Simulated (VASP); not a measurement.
Write the native input for VASP 6.6.1 that does the following.

- Task: single point
- Functional: r2SCAN
- Dispersion: D3(BJ)
- Potentials or basis: VASP PAW PBE potentials, release 64 (Te)
- Cutoff: 520 eV
- k mesh: 9 × 9 × 6
- Occupations: gaussian, width 0.02 eV
- Spin: no spin polarisation
- Dipole correction: no
- Further INCAR settings: ALGO = Normal; EDIFF = 1e-06; NBANDS = 16

Crystal: Te.

```
CELL_PARAMETERS angstrom
4.26569 0.00000 0.00000
-2.13284 3.69419 0.00000
0.00000 0.00000 5.94853
ATOMIC_POSITIONS crystal
Te 0.28034 0.00000 0.33333
Te 0.00000 0.28034 0.66667
Te 0.71966 0.71966 0.00000
```

This cell differs from its parent crystal: volume scaled by 0.91, then relaxed in part.

One way to write it, as run:

POSCAR

```
Te
1.0
    4.2656850961      0.0000000000      0.0000000000
   -2.1328425481      3.6941916577      0.0000000000
    0.0000000000      0.0000000000      5.9485282065
Te
3
Direct
    0.2803418824      0.0000000000      0.3333333333
    0.0000000000      0.2803418824      0.6666666667
    0.7196581176      0.7196581176      0.0000000000
```

INCAR.step1

```
SYSTEM = Te
  PREC = Accurate
  ENCUT = 520
  ISMEAR = 0
  SIGMA = 0.02
  LREAL = .FALSE.
  LASPH = .TRUE.
  NELM = 100
  NBANDS = 16
  GGA = PE
  ALGO = Normal
  EDIFF = 1E-4
  LWAVE = .TRUE.
  LCHARG = .FALSE.
```

INCAR.step2

```
SYSTEM = Te
  PREC = Accurate
  ENCUT = 520
  EDIFF = 1E-6
  ISMEAR = 0
  SIGMA = 0.02
  LREAL = .FALSE.
  LASPH = .TRUE.
  NELM = 100
  ALGO = Normal
  ISIF = 2
  LWAVE = .FALSE.
  LCHARG = .FALSE.
  METAGGA = R2SCAN
  LMIXTAU = .TRUE.
  IVDW = 12
  VDW_S6 = 1.0
  VDW_S8 = 0.78981345
  VDW_A1 = 0.49484001
  VDW_A2 = 5.73083694
  NBANDS = 16
  ISTART = 1
```

KPOINTS

```
regular mesh
0
G
  9 9 6
  0 0 0
```

Potentials or basis: VASP PAW PBE potentials, release 64 (Te).

Command:

```bash
$ cat potpaw_PBE.64/Te/POTCAR > POTCAR
$ cp INCAR.step1 INCAR
$ mpirun -np 1 vasp_std > vasp.out
$ cp INCAR.step2 INCAR
$ mpirun -np 1 vasp_std > vasp.out
```

It gave:

```yaml
Pressure: 2.8 GPa
Largest_force: 0.025 eV/Å
Band_gap_on_the_k_mesh: 0.10 eV, direct
Dispersion_energy_per_atom: -0.220 eV
```

Caveat: the PAW data sets were made with another functional, which shifts forces and pressure a little; spin-orbit coupling is left out, which moves the levels of the heavy elements.

Run time: 3.7 min on 1 thread of Intel(R) Xeon(R) Platinum 8259CL CPU @ 2.50GHz (Skylake/Cascade Lake), on a shared host, peak memory 0.27 GiB.
